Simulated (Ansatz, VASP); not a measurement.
## One calculation of V, two programs

```
V
1.0
    -1.49500    1.49500    1.49500
     1.49500   -1.49500    1.49500
     1.49500    1.49500   -1.49500
V
1
Direct
  0.00000 0.00000 0.00000
```

Alike in both runs: functional PBE; k mesh 8 × 8 × 8; occupations gaussian, width 0.1 eV; no spin polarisation.

Ansatz relaxed the structure, and its values are those at the end. VASP's run is a single point on that final structure, the one shown.

|  | VASP | Ansatz |
| --- | --- | --- |
| version | VASP 6.6.1 | Ansatz 0.2.0 |
| potentials or method | VASP PAW PBE potentials, release 64 (V_sv), cutoff 500 eV | scalar-relativistic, plane waves, PAW |
| valence electrons in the cell | 13 | 13 |

|  | VASP | Ansatz | Ansatz less VASP |
| --- | --- | --- | --- |
| gap on the k mesh at the Fermi level (eV) | none | none | - |
| pressure (GPa) | 0.1 | 0.0 | -0.11 |

A gap of «none» marks a metal or a gap that the smearing closes.

The k mesh is coarse, so the values compare programs but aren't converged.
